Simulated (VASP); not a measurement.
# Ti2Te: relaxation of cell and atoms with PBE

Ti2Te:

```
CELL_PARAMETERS angstrom
5.19216 0.00000 0.00000
0.00000 5.19216 0.00000
0.00000 0.00000 5.19216
ATOMIC_POSITIONS crystal
Ti 0.25000 0.25000 0.25000
Ti 0.25000 0.75000 0.75000
Ti 0.75000 0.75000 0.25000
Ti 0.75000 0.25000 0.75000
Te 0.00000 0.00000 0.00000
Te 0.50000 0.50000 0.50000
```

```
Program                : VASP 6.6.1
Task                   : relaxation of cell and atoms
Functional             : PBE
Potentials or basis    : VASP PAW PBE potentials, release 64 (Ti_sv, Te)
Cutoff                 : 600 eV
k mesh                 : 4 × 4 × 4
Occupations            : gaussian, width 0.1 eV
Spin                   : no spin polarisation
Dipole correction      : no
Further INCAR settings : ALGO = Normal; EDIFF = 1e-06; IBRION = 2; EDIFFG = -0.04; NSW = 90; ISIF = 3
```

```yaml
Relaxed_volume: 34.00 Å³/atom
Relaxed_cell: a = 5.887 Å, b = 5.887 Å, c = 5.887 Å, α = 90.00°, β = 90.00°, γ = 90.00°
Space_group_after_relaxing_to_0.1_Å: Pn-3m (No. 224)
Energy_gained_by_relaxing: 833.1 meV/atom
Ionic_steps: 3
Pressure_after_relaxing: -0.1 GPa
Band_gap_on_the_k_mesh: zero (bands 30 and 31 overlap by 0.30 eV)
```

Step by step:
```
step  energy change (eV)  largest force (eV/Å)  pressure (GPa)  volume (Å³)
   1              0.0000                0.0000           34.50       139.97
   2             -3.3508                0.0000           -6.37       268.38
   3             -4.9988                0.0000           -0.06       204.02
```

Final structure:
```
Ti Te
1.0
     5.88692    0.00000    0.00000
     0.00000    5.88692    0.00000
     0.00000    0.00000    5.88692
Ti Te
4 2
Direct
  0.25000 0.25000 0.25000
  0.25000 0.75000 0.75000
  0.75000 0.75000 0.25000
  0.75000 0.25000 0.75000
  0.00000 0.00000 0.00000
  0.50000 0.50000 0.50000
```

Levels at points of the mesh, in eV from the Fermi level:
```tsv
k point	band 27	band 28	band 29	band 30	band 31	band 32	band 33	band 34
(0.00, 0.00, 0.00)	-0.70	-0.48	-0.48	-0.48	0.28	0.28	0.45	0.45
(0.50, 0.00, 0.00)	-0.46	-0.46	0.09	0.09	0.14	0.14	0.22	0.22
(0.50, 0.50, 0.00)	-0.67	-0.67	0.02	0.02	0.12	0.12	0.15	0.15
(0.50, 0.50, 0.50)	-0.77	-0.27	-0.27	0.20	0.20	0.20	0.30	0.30
```

Run time: 9.2 min on 1 thread of AMD EPYC 7R13, with other jobs on the host, peak memory 0.26 GiB.

Caveat: the volume moved by over 15 % at a fixed basis, so the end points are rough; spin-orbit coupling is left out, which moves the levels of the heavy elements.
